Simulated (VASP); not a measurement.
# GaSb3 (Fm-3m) in VASP: notebook

Runs on GaSb3. Level: PBEsol. Tasks: single point.

All numbers are computed with VASP 6.6.1; they aren't measurements. Logs are shortened: lines on timing, memory, paths and dates and some standing lists are left out, and cuts for length are marked.

## 1. The cell of the first run

The structure is cubic, space group Fm-3m (No. 225). Conventional cell: a = 7.093 Å, b = 7.093 Å, c = 7.093 Å, α = 90.00°, β = 90.00°, γ = 90.00°. Within 4.0 Å of Ga (site symmetry m-3m) lie 14 Sb at 3.07 to 3.55 Å. Within 4.0 Å of Sb (site symmetry -43m) lie 4 Ga at 3.07 Å and 10 Sb at 3.07 to 3.55 Å. Within 4.0 Å of Sb (site symmetry m-3m) lie 8 Sb at 3.07 Å and 6 Ga at 3.55 Å.

## 2. Single point, PBEsol (volume 22.307 Å^3 an atom, c/a of the conventional cell 1.0000)

The input, INCAR:

```
PREC = Accurate
ENCUT = 520
EDIFF = 1E-7
ISMEAR = 0
SIGMA = 0.15
LREAL = F
LASPH = T
NELM = 100
ALGO = Normal
ISIF = 2
LWAVE = F
LCHARG = T
GGA = PS
LELF = T
LVHAR = T
NBANDS = 22
```

The input, KPOINTS:

```
Automatic mesh
0
Gamma
  10 10 10
```

The input, POSCAR:

```
GaSb3
1.0
    0.0000000000      3.5466940061      3.5466940061
    3.5466940061      0.0000000000      3.5466940061
    3.5466940061      3.5466940061      0.0000000000
Ga Sb
1 3
Direct
    0.0000000000      0.0000000000      0.0000000000
    0.2500000000      0.2500000000      0.2500000000
    0.7500000000      0.7500000000      0.7500000000
    0.5000000000      0.5000000000      0.5000000000
```

Potentials or basis: VASP PAW PBE potentials, release 64 (Ga_d, Sb).

The run is started by

```
$ cat potpaw_PBE.64/Ga_d/POTCAR potpaw_PBE.64/Sb/POTCAR > POTCAR
$ mpirun -np 1 vasp_std > vasp.out
```

OUTCAR:

```text
PREC = Accurate
   ENCUT = 520
   EDIFF = 1E-7
   ISMEAR = 0
   LREAL = F
   LASPH = T
   NELM = 100
   ISIF = 2
   GGA = PS

 ion  position               nearest neighbor table
   1  0.000  0.000  0.000-   3 3.07   3 3.07   3 3.07   2 3.07   3 3.07   2 3.07   2 3.07   2 3.07

   2  0.250  0.250  0.250-   1 3.07   1 3.07   1 3.07   1 3.07   4 3.07   4 3.07   4 3.07   4 3.07
                             3 3.55   3 3.55   3 3.55   3 3.55   3 3.55   3 3.55
   3  0.750  0.750  0.750-   4 3.07   4 3.07   4 3.07   1 3.07   4 3.07   1 3.07   1 3.07   1 3.07
                             2 3.55   2 3.55   2 3.55   2 3.55   2 3.55   2 3.55
   4  0.500  0.500  0.500-   2 3.07   2 3.07   2 3.07   2 3.07   3 3.07   3 3.07   3 3.07   3 3.07

  LATTYP: Found a face centered cubic cell.
 ALAT       =     7.0933880122

  Lattice vectors:

 A1 = (   0.0000000000,   3.5466940061,   3.5466940061)
 A2 = (   3.5466940061,   0.0000000000,   3.5466940061)
 A3 = (   3.5466940061,   3.5466940061,   0.0000000000)

Analysis of symmetry for initial positions (statically):
=====================================================================
 Subroutine PRICEL returns:
 Original cell was already a primitive cell.

 Routine SETGRP: Setting up the symmetry group for a
 face centered cubic supercell.

 Subroutine GETGRP returns: Found 48 space group operations
 (whereof 48 operations were pure point group operations)
 out of a pool of 48 trial point group operations.

The static configuration has the point symmetry O_h .

Analysis of symmetry for dynamics (positions and initial velocities):
=====================================================================
 Subroutine PRICEL returns:
 Original cell was already a primitive cell.

 Routine SETGRP: Setting up the symmetry group for a
 face centered cubic supercell.

 Subroutine GETGRP returns: Found 48 space group operations
 (whereof 48 operations were pure point group operations)
 out of a pool of 48 trial point group operations.

The dynamic configuration has the point symmetry O_h .

 Subroutine INISYM returns: Found 48 space group operations
 (whereof 48 operations are pure point group operations),
 and found     1 'primitive' translations

----------------------------------------------------------------------------------------

                                     Primitive cell
[... 94 lines left out ...]
   NELM   =    100;   NELMIN=  2; NELMDL= -5     # of ELM steps
   EDIFF  = 0.1E-06   stopping-criterion for ELM
   LREAL  =      F    real-space projection
   EDIFFG = 0.1E-05   stopping-criterion for IOM
   NSW    =      0    number of steps for IOM
   IBRION =     -1    ionic relax: 0-MD 1-quasi-New 2-CG
   NFREE  =      0    steps in history (QN), initial steepest desc. (CG)
   ISIF   =      2    stress and relaxation
   ISYM   =      2    0-nonsym 1-usesym 2-fastsym
   POTIM  = 0.5000    time-step for ionic-motion
   TEBEG  =    0.0;   TEEND  =   0.0 temperature during run
   PSTRESS=    0.0 pullay stress
   NELECT =      28.0000    total number of electrons
   NUPDOWN=      -1.0000    fix difference up-down
   EMIN   =  10.00;   EMAX   =-10.00  energy-range for DOS
   EFERMI =   0.00;   METHOD = LEGACY
   ISMEAR =     0;   SIGMA  =   0.15  broadening in eV -4-tet -1-fermi 0-gaus
   EFERMI_NEDOS =   21; number of points for ismear=-14 and -15
   IALGO  =     38    algorithm
   IMIX   =      4    mixing-type and parameters
     AMIX     =   0.40;   BMIX     =  1.00
     AMIX_MAG =   1.60;   BMIX_MAG =  1.00
  volume/ion in A,a.u.               =      22.31       150.54
  Fermi-wavevector in a.u.,A,eV,Ry     =   1.112484  2.102290 16.838852  1.237621
  Thomas-Fermi vector in A             =   2.249059
   LORBIT       =      0    0 simple, 1 ext, 2 COOP (PROOUT), +10 PAW based schemes
   GGA     = PS    functional components
   LHFCALC =     F    Hartree Fock is set to
   AEXX    =    0.0000 exact exchange contribution
   IVDW    =     0    specifies the selected vdW correction
   LEPSILON=     F    determine dielectric tensor
   LRPA    =     F    only Hartree local field effects (RPA)
 non-spin polarized calculation
 Gauss-broadening in eV      SIGMA  =   0.15
  energy-cutoff  :      520.00
  volume of cell :       89.23
 maximum number of plane-waves:      2425
 NGX is ok and might be reduce to    40
   NGX = 19   NGY = 19   NGZ = 19

 number of electron      28.0000009 magnetization

 Free energy of the ion-electron system (eV)
  ---------------------------------------------------
  ext. energy  EPLUGINS =         0.00000000
  ---------------------------------------------------
  free energy    TOTEN  =       -16.25837777 eV

  energy without entropy =      -16.24196366  energy(sigma->0) =      -16.25017071

 E-fermi :   9.1524     XC(G=0): -10.9824

 val. band max:        9.1473066488   @ k =  -0.1000   0.1000   0.0000
 cond. band min:       9.1843904493   @ k =   0.3000   0.2000   0.0000
 fundamental gap:      0.0370838005
 Fermi energy:         9.1524497117

 k-point     1 :       0.0000    0.0000    0.0000
  band No.  band energies     occupation
      1      -5.5835      2.00000
      2      -5.5835      2.00000
      3      -5.5835      2.00000
      4      -5.5611      2.00000
      5      -5.5611      2.00000
      6      -4.4289      2.00000
[... 589 lines left out ...]
     21      14.0746      0.00000
     22      14.1907      0.00000

 [... further k-points ...]

------------------------ aborting loop because EDIFF is reached ----------------------------------------

  FORCE on cell =-STRESS in cart. coord.  units (eV):
  Direction    XX          YY          ZZ          XY          YZ          ZX
  --------------------------------------------------------------------------------------
  -------------------------------------------------------------------------------------
  Total        3.6784808      3.6784808      3.6784808      0.0000000      0.0000000     -0.0000000
  in kB       66.0507748     66.0507748     66.0507748      0.0000000      0.0000000     -0.0000000
  external PRESSURE =      66.0507748 kB  Pullay stress =       0.0000000 kB

 VOLUME and BASIS-vectors are now :
 -----------------------------------------------------------------------------
  energy-cutoff  :      520.00
  volume of cell :       89.23
      direct lattice vectors                 reciprocal lattice vectors
     0.000000000  3.546694006  3.546694006    -0.140976357  0.140976357  0.140976357
     3.546694006  0.000000000  3.546694006     0.140976357 -0.140976357  0.140976357
     3.546694006  3.546694006  0.000000000     0.140976357  0.140976357 -0.140976357

 POSITION                                       TOTAL-FORCE (eV/Angst)
 -----------------------------------------------------------------------------------
      0.00000      0.00000      0.00000        -0.000000      0.000000     -0.000000
      1.77335      1.77335      1.77335        -0.000000     -0.000000     -0.000000
      5.32004      5.32004      5.32004         0.000000      0.000000      0.000000
      3.54669      3.54669      3.54669        -0.000000      0.000000     -0.000000
 -----------------------------------------------------------------------------------
    total drift:                               -0.000000      0.000000      0.000000

  FREE ENERGIE OF THE ION-ELECTRON SYSTEM (eV)
  ---------------------------------------------------
  free  energy   TOTEN  =       -16.2583777706 eV

  energy  without entropy=      -16.2419636594  energy(sigma->0) =      -16.25017071
```

stdout:

```text
POSCAR found type information on POSCAR GaSb
 POSCAR found :  2 types and       4 ions
 scaLAPACK will be used
 -----------------------------------------------------------------------------
|                                                                             |
|                                                                             |
|     You enforced a specific xc type in the INCAR file but a different       |
|     I HOPE YOU KNOW WHAT YOU ARE DOING!                                     |
|                                                                             |
 -----------------------------------------------------------------------------

 LDA part: xc-table for (Slater+PW92), standard interpolation
 POSCAR, INCAR and KPOINTS ok, starting setup
 FFT: planning ... GRIDC
 FFT: planning ... GRID_SOFT
 FFT: planning ... GRID
 WAVECAR not read
 entering main loop
```

Run time: 53 s. Hardware: 1 thread of Intel Xeon 6975P-C (Granite Rapids), shared host; peak memory 0.28 GiB.

Results:

| Property | Result |
| --- | --- |
| Free energy | -16.2584 eV |
| Pressure | 6.6 GPa |
| Band gap on the k mesh | zero (band 14 reaches 10.83 eV, above the bottom of band 15 at 6.74 eV) |

Levels at points of the mesh, in eV from the Fermi level:
```
           k point  band 11  band 12  band 13  band 14  band 15  band 16  band 17  band 18
(0.00, 0.00, 0.00)    -2.99    -2.77    -2.77    -2.77    -2.41    -0.91    -0.91    -0.91
(0.50, 0.00, 0.00)    -4.09    -3.10    -3.10     0.05     0.39     2.35     2.35     3.13
(0.50, 0.50, 0.00)    -6.00     1.30     1.34     1.34     1.69     2.20     2.20     2.59
```

Caveat: the PAW data sets were made with another functional, which shifts forces and pressure a little; spin-orbit coupling is left out, which moves the levels of the heavy elements.

## 3. Single point, PBEsol (volume 22.954 Å^3 an atom, c/a of the conventional cell 1.0000)

The input, INCAR:

```
SYSTEM = GaSb3
ALGO = Normal ; EDIFF = 1E-7
ENCUT = 520 ; GGA = PS
ISIF = 2 ; ISMEAR = 0
LASPH = .TRUE. ; LCHARG = .FALSE.
LREAL = .FALSE. ; LWAVE = .FALSE.
NBANDS = 22 ; NELM = 80
PREC = Accurate ; SIGMA = 0.15
```

The input, KPOINTS:

```
k-points
0
G
  10 10 10
  0 0 0
```

The input, POSCAR:

```
GaSb3
1.0
    0.0000000000      3.5806575782      3.5806575782
    3.5806575782      0.0000000000      3.5806575782
    3.5806575782      3.5806575782      0.0000000000
Ga Sb
1 3
Direct
    0.0000000000      0.0000000000      0.0000000000
    0.2500000000      0.2500000000      0.2500000000
    0.7500000000      0.7500000000      0.7500000000
    0.5000000000      0.5000000000      0.5000000000
```

Potentials or basis: VASP PAW PBE potentials, release 64 (Ga_d, Sb).

The run is started by

```
$ cat potpaw_PBE.64/Ga_d/POTCAR potpaw_PBE.64/Sb/POTCAR > POTCAR
$ mpirun -np 1 vasp_std > vasp.out
```

It took 46 s on 1 thread of Intel Xeon 6975P-C (Granite Rapids), shared host; peak memory 0.28 GiB.

It converged, with:

```yaml
Free_energy: -16.3441 eV
Pressure: 4.1 GPa
Band_gap_on_the_k_mesh: zero (band 14 reaches 10.39 eV, above the bottom of band 15 at 6.23 eV)
```

Levels at points of the mesh, in eV from the Fermi level:
```
           k point  band 12  band 13  band 14  band 15  band 16  band 17
(0.00, 0.00, 0.00)    -2.69    -2.69    -2.69    -2.55    -0.87    -0.87
(0.50, 0.00, 0.00)    -3.00    -3.00    -0.04     0.30     2.30     2.30
(0.50, 0.50, 0.00)     1.16     1.28     1.28     1.54     2.15     2.15
```

Caveat: the PAW data sets were made with another functional, which shifts forces and pressure a little; spin-orbit coupling is left out, which moves the levels of the heavy elements.
